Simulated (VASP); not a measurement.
# Be16H (a cell with a defect) in VASP: a series of runs, part 2 of 3

VASP 6.6.1.

## 4. Single point, PBE

File INCAR:

```
ALGO     = Normal         # electronic algorithm
EDIFF    = 1E-6           # SCF threshold, eV
ENCUT    = 520            # plane-wave cutoff, eV
GGA      = PE             # functional
ISIF     = 2              # what is computed and relaxed
ISMEAR   = 0              # smearing method
LASPH    = True           # aspherical terms in the spheres
LCHARG   = True           # write CHGCAR
LELF     = True           # ELF
LREAL    = Auto         
LVHAR    = True         
LWAVE    = False          # write WAVECAR
NBANDS   = 30             # bands
NELM     = 80             # most SCF steps
PREC     = Accurate       # precision mode
SIGMA    = 0.1            # smearing width, eV
```

File KPOINTS:

```
k-points
0
Gamma
  5 6 4
```

File POSCAR:

```
Be16H
1.0
   -2.2900000000     -3.9663960000      0.0000000000
    3.4350000000     -1.9831980000      0.0000000000
    0.0000000000      0.0000000000      7.1768600000
Be H
16 1
Direct
    0.7460613645      0.5042997160     -0.0063639252
    0.4768661703      0.3343614352      0.2414452839
    0.7460557974      0.5232872711      0.5108498703
    0.4938147322      0.3397216119      0.7483404999
    0.4956133554      0.0035035179      0.0011263979
    0.2460694870      0.8342343887      0.2522568366
    0.4903828524     -0.0038839208      0.5038103014
    0.2460726870      0.8367264784      0.7520196855
    0.2460629038      0.5095260698     -0.0039415566
    0.0152606677      0.3343539822      0.2414356696
    0.2460717589      0.5074193094      0.5020687320
   -0.0016736315      0.3397206358      0.7483406392
   -0.0034845828      0.0035005256      0.0011237505
    0.7460588189      0.8485891398      0.2505457819
    0.0017622594     -0.0038769799      0.5038135062
    0.7460714833      0.8500034051      0.7550289402
    0.7460688817      0.3509379153      0.3346977648
```

Potentials or basis: VASP PAW PBE potentials, release 64 (Be, H).

The run is started by

```
$ cat potpaw_PBE.64/Be/POTCAR potpaw_PBE.64/H/POTCAR > POTCAR
$ mpirun -np 1 vasp_std > vasp.out
```

OUTCAR:

```text
EDIFF = 1E-6
   ENCUT = 520
   GGA = PE
   ISIF = 2
   ISMEAR = 0
   LASPH = True
   LREAL = Auto
   NELM = 80
   PREC = Accurate

 ion  position               nearest neighbor table
   1  0.746  0.504  0.994-  16 2.19   4 2.20  12 2.20  10 2.27   2 2.27   5 2.29  13 2.29   9 2.29
                             9 2.29   5 2.29  13 2.29  14 2.29
   2  0.477  0.334  0.241-  17 1.40  10 2.11   9 2.17   5 2.17   6 2.25   6 2.25  11 2.26   1 2.27
                            14 2.29   7 2.31  14 2.38
   3  0.746  0.523  0.511-  17 1.44  16 2.18   4 2.18  12 2.18   7 2.21  15 2.21  14 2.27  11 2.29
                            11 2.29
   4  0.494  0.340  0.748-   3 2.18  11 2.20   1 2.20   9 2.21   7 2.22   5 2.25  16 2.26  12 2.27
                             8 2.27   8 2.30  12 2.31  16 2.33
   5  0.496  0.004  0.001-   2 2.17  16 2.19  14 2.21   8 2.22   6 2.24   4 2.25   9 2.27  13 2.29
                             1 2.29  13 2.29   1 2.29   9 2.31
   6  0.246  0.834  0.252-  11 2.21   7 2.22  15 2.22   5 2.24  13 2.24   9 2.24   2 2.25  10 2.25
                             2 2.25  10 2.25  14 2.29  14 2.29
   7  0.490  0.996  0.504-   8 2.20   3 2.21   6 2.22   4 2.22  16 2.23  15 2.24  11 2.24  14 2.24
                             2 2.31  11 2.32  15 2.34
   8  0.246  0.837  0.752-   9 2.18  15 2.20   7 2.20  11 2.22   5 2.22  13 2.22   4 2.27  12 2.27
                            16 2.29  16 2.29   4 2.30  12 2.30
   9  0.246  0.510  0.996-  10 2.17   2 2.17   8 2.18  12 2.21   4 2.21   6 2.24  13 2.27   5 2.27
                             1 2.29   1 2.29   5 2.31  13 2.31
  10  0.015  0.334  0.241-  17 1.40   2 2.11   9 2.17  13 2.17   6 2.25   6 2.25  11 2.26   1 2.27
                            14 2.29  15 2.31  14 2.38
  11  0.246  0.507  0.502-   4 2.20  12 2.20   6 2.21   8 2.22   7 2.24  15 2.24   2 2.26  10 2.26
                             3 2.29   3 2.29  15 2.32   7 2.32
  12  0.998  0.340  0.748-   3 2.18  11 2.20   1 2.20   9 2.21  15 2.22  13 2.25  16 2.26   4 2.27
                             8 2.27   8 2.30   4 2.31  16 2.33
  13  0.997  0.004  0.001-  10 2.17  16 2.19  14 2.21   8 2.22   6 2.24  12 2.25   9 2.27   5 2.29
                             1 2.29   5 2.29   1 2.29   9 2.31
  14  0.746  0.849  0.251-   5 2.21  13 2.21   7 2.24  15 2.24   3 2.27  10 2.29   2 2.29   6 2.29
                             6 2.29   1 2.29   2 2.38  10 2.38
  15  0.002  0.996  0.504-   8 2.20   3 2.21   6 2.22  12 2.22  16 2.23   7 2.24  11 2.24  14 2.24
                            10 2.31  11 2.32   7 2.34
  16  0.746  0.850  0.755-   3 2.18  13 2.19   5 2.19   1 2.19  15 2.23   7 2.23  12 2.26   4 2.26
                             8 2.29   8 2.29  12 2.33   4 2.33
[... 210 lines left out ...]
 Free energy of the ion-electron system (eV)
  ---------------------------------------------------
  ext. energy  EPLUGINS =         0.00000000
  ---------------------------------------------------
  free energy    TOTEN  =       -61.54787683 eV

  energy without entropy =      -61.54218999  energy(sigma->0) =      -61.54503341

 E-fermi :   7.3826     XC(G=0): -10.5789

 val. band max:        7.3778870849   @ k =   0.2000   0.3333   0.0000
 cond. band min:       7.4763381903   @ k =  -0.2000  -0.1667   0.2500
 fundamental gap:      0.0984511054
 Fermi energy:         7.3825637009

 k-point     1 :       0.0000    0.0000    0.0000
  band No.  band energies     occupation
      1      -5.0537      2.00000
      2      -2.9987      2.00000
      3      -2.2059      2.00000
      4      -0.1827      2.00000
      5       0.9709      2.00000
      6       1.7400      2.00000
[... 733 lines left out ...]
     27      11.8945      0.00000
     28      12.2409      0.00000

 [... further k-points ...]

 [bands above 28 left out]

------------------------ aborting loop because EDIFF is reached ----------------------------------------

  FORCE on cell =-STRESS in cart. coord.  units (eV):
  Direction    XX          YY          ZZ          XY          YZ          ZX
  --------------------------------------------------------------------------------------
  -------------------------------------------------------------------------------------
  Total        0.7692857      1.4183004      0.5554552      0.5616125      0.0136654     -0.0246936
  in kB        9.4537087     17.4294143      6.8259579      6.9016248      0.1679330     -0.3034579
  external PRESSURE =      11.2363603 kB  Pullay stress =       0.0000000 kB

 VOLUME and BASIS-vectors are now :
 -----------------------------------------------------------------------------
  energy-cutoff  :      520.00
  volume of cell :      130.38
      direct lattice vectors                 reciprocal lattice vectors
    -2.290000000 -3.966396000  0.000000000    -0.109170306 -0.189088533  0.000000000
     3.435000000 -1.983198000  0.000000000     0.218340611 -0.126059022  0.000000000
     0.000000000  0.000000000  7.176860000     0.000000000  0.000000000  0.139336702

 POSITION                                       TOTAL-FORCE (eV/Angst)
 -----------------------------------------------------------------------------------
      0.02379     -3.95930      7.13119        -0.000404      0.000021      0.002000
      0.05651     -2.55454      1.73282         0.004887      0.006108     -0.002020
      0.08902     -3.99694      3.66630        -0.000436     -0.000575      0.005211
      0.03611     -2.63240      5.37074         0.000027     -0.000340      0.000556
     -1.12292     -1.97275      0.00808         0.000394      0.000400     -0.000592
      2.30210     -2.63046      1.81041        -0.000181      0.000266     -0.000493
[... 9 lines left out ...]
      1.21126     -4.64494      5.41874        -0.000947      0.000343     -0.002251
     -0.50303     -3.65518      2.40208        -0.002368      0.001404      0.001283
 -----------------------------------------------------------------------------------
    total drift:                                0.000978     -0.002866     -0.001071

  FREE ENERGIE OF THE ION-ELECTRON SYSTEM (eV)
  ---------------------------------------------------
  free  energy   TOTEN  =       -61.5478768302 eV

  energy  without entropy=      -61.5421899949  energy(sigma->0) =      -61.54503341
```

OSZICAR:

```text
N       E                     dE             d eps       ncg     rms          rms(c)
DAV:   1     0.348917552025E+02    0.34892E+02   -0.12742E+04  3720   0.929E+02
DAV:   2    -0.578770205912E+02   -0.92769E+02   -0.85541E+02  4930   0.170E+02
DAV:   3    -0.621958293543E+02   -0.43188E+01   -0.42252E+01  4878   0.307E+01
DAV:   4    -0.622434343772E+02   -0.47605E-01   -0.47476E-01  4684   0.378E+00
DAV:   5    -0.622439643684E+02   -0.52999E-03   -0.52978E-03  4692   0.311E-01    0.428E+00
DAV:   6    -0.617352235667E+02    0.50874E+00   -0.14043E-01  4792   0.237E+00    0.251E+00
DAV:   7    -0.615510016486E+02    0.18422E+00   -0.16314E-01  4444   0.234E+00    0.438E-01
DAV:   8    -0.615484958048E+02    0.25058E-02   -0.12015E-02  4680   0.575E-01    0.204E-01
DAV:   9    -0.615478596710E+02    0.63613E-03   -0.15053E-03  4512   0.189E-01    0.367E-02
DAV:  10    -0.615478723033E+02   -0.12632E-04   -0.25886E-04  4472   0.768E-02    0.941E-03
DAV:  11    -0.615478744639E+02   -0.21605E-05   -0.57788E-06  4788   0.112E-02    0.304E-03
DAV:  12    -0.615478762675E+02   -0.18036E-05   -0.66616E-07  2882   0.459E-03    0.839E-04
DAV:  13    -0.615478768302E+02   -0.56270E-06   -0.65870E-08  2802   0.145E-03
   1 F= -.61547877E+02 E0= -.61545033E+02  d E =-.568684E-02
```

stdout:

```text
POSCAR found type information on POSCAR BeH
 POSCAR found :  2 types and      17 ions
 scaLAPACK will be used
 LDA part: xc-table for (Slater+PW92), standard interpolation
 POSCAR, INCAR and KPOINTS ok, starting setup
 FFT: planning ... GRIDC
 FFT: planning ... GRID_SOFT
 FFT: planning ... GRID
 WAVECAR not read
 entering main loop
```

It took 2.8 min on 1 thread of Intel Xeon 6975P-C (Granite Rapids), shared host; peak memory 0.31 GiB.

What came out:

```
Free energy            : -61.5479 eV
Pressure               : 1.1 GPa
Largest force          : 0.008 eV/Å
Band gap on the k mesh : zero (an odd number of electrons rules out a gap without spin polarisation)
```

Forces on the atoms (eV/Å):
```
Be   0.000  0.000  0.002
Be   0.005  0.006 -0.002
Be   0.000 -0.001  0.005
Be   0.000  0.000  0.001
Be   0.000  0.000 -0.001
Be   0.000  0.000  0.000
Be   0.003 -0.003 -0.001
Be   0.001 -0.001  0.001
Be   0.000  0.000  0.000
Be  -0.002 -0.007 -0.002
Be  -0.002  0.002 -0.001
Be   0.000  0.001  0.000
Be   0.000  0.000  0.000
Be  -0.004  0.001  0.000
Be   0.004  0.000 -0.001
Be  -0.001  0.000 -0.002
H   -0.002  0.001  0.001
```

Stress tensor (GPa, compression positive):
```
 0.95  0.69 -0.03
 0.69  1.74  0.02
-0.03  0.02  0.68
```

## 5. Single point, PBE

File INCAR:

```
SYSTEM = Be16H
PREC = Accurate
ENCUT = 520
EDIFF = 1E-6
ISMEAR = 0
SIGMA = 0.1
LREAL = Auto
LASPH = .True.
NELM = 60
ALGO = Normal
ISIF = 2
LWAVE = .False.
LCHARG = .False.
GGA = PE
NBANDS = 30
```

File KPOINTS:

```
regular mesh
0
Gamma
  5 6 4
  0 0 0
```

File POSCAR:

```
Be16H
1.0
   -2.2900000000     -3.9663960000      0.0000000000
    3.4350000000     -1.9831980000      0.0000000000
    0.0000000000      0.0000000000      7.1768600000
Be H
16 1
Direct
    0.7478879765      0.5013413293     -0.0076249223
    0.4760264536      0.3241943460      0.2439704829
    0.7478715899      0.5111391385      0.5118514225
    0.4950224828      0.3369410439      0.7489584582
    0.4979480869      0.0009019270      0.0013589509
    0.2478983065      0.8285895552      0.2515268516
    0.4942324380     -0.0025149103      0.5027552439
    0.2478873255      0.8355528312      0.7512566777
    0.2479025747      0.5067699843     -0.0023561836
    0.0197673642      0.3241581555      0.2439196250
    0.2478825838      0.5050995973      0.5020527083
    0.0007397246      0.3369350711      0.7489473112
   -0.0021629656      0.0008779647      0.0013429271
    0.7478951805      0.8441277914      0.2518896843
    0.0015319214     -0.0025132169      0.5027510638
    0.7478752535      0.8457136333      0.7537662710
    0.7479409697      0.4372145038      0.3131972757
```

The run is started by

```
$ cat potpaw_PBE.64/Be/POTCAR potpaw_PBE.64/H/POTCAR > POTCAR
$ mpirun -np 1 vasp_std > vasp.out
```

Run time: 2.8 min. Hardware: 1 thread of Intel Xeon 6975P-C (Granite Rapids), shared host; peak memory 0.3 GiB.

It converged, with:

| Quantity | Value |
| --- | --- |
| Free energy | -61.7380 eV |
| Pressure | 1.0 GPa |
| Largest force | 0.775 eV/Å |
| Band gap on the k mesh | zero (an odd number of electrons rules out a gap without spin polarisation) |

Forces in eV/Å, atoms in the order of the input:
```
Be  -0.031  0.018  0.000
Be  -0.068  0.075  0.051
Be  -0.098  0.056  0.033
Be  -0.027  0.022  0.025
Be  -0.031  0.012  0.018
Be  -0.050  0.029  0.004
Be  -0.008 -0.019 -0.001
Be  -0.017  0.010  0.005
Be  -0.029  0.017  0.039
Be  -0.099  0.021  0.052
Be  -0.027  0.016  0.014
Be  -0.032  0.012  0.025
Be  -0.026  0.020  0.018
Be  -0.042  0.025  0.034
Be   0.012  0.017 -0.001
Be  -0.040  0.023 -0.006
H    0.616 -0.354 -0.310
```

Stress tensor (GPa, compression positive):
```
 0.68  0.88  0.27
 0.88  1.70 -0.15
 0.27 -0.15  0.56
```

Levels at points of the mesh, in eV from the Fermi level:
```tsv
k point	band 12	band 13	band 14	band 15	band 16	band 17	band 18	band 19	band 20	band 21
(0.00, 0.00, 0.00)	-4.29	-4.08	-3.75	-0.90	0.22	0.38	0.61	0.86	1.05	1.29
(0.00, 0.50, 0.00)	-4.06	-3.81	-3.68	-2.75	-2.59	0.11	0.61	0.64	0.70	0.85
(0.00, 0.00, 0.50)	-3.59	-2.78	-2.12	-2.11	-1.96	0.85	1.40	1.64	1.68	1.73
(0.00, 0.50, 0.50)	-4.96	-4.13	-3.72	-3.65	-3.60	0.92	1.55	1.76	1.82	2.16
```

[end of part 2 of 3]

The gap in the log of VASP goes by the Fermi energy; the results here count the filled bands.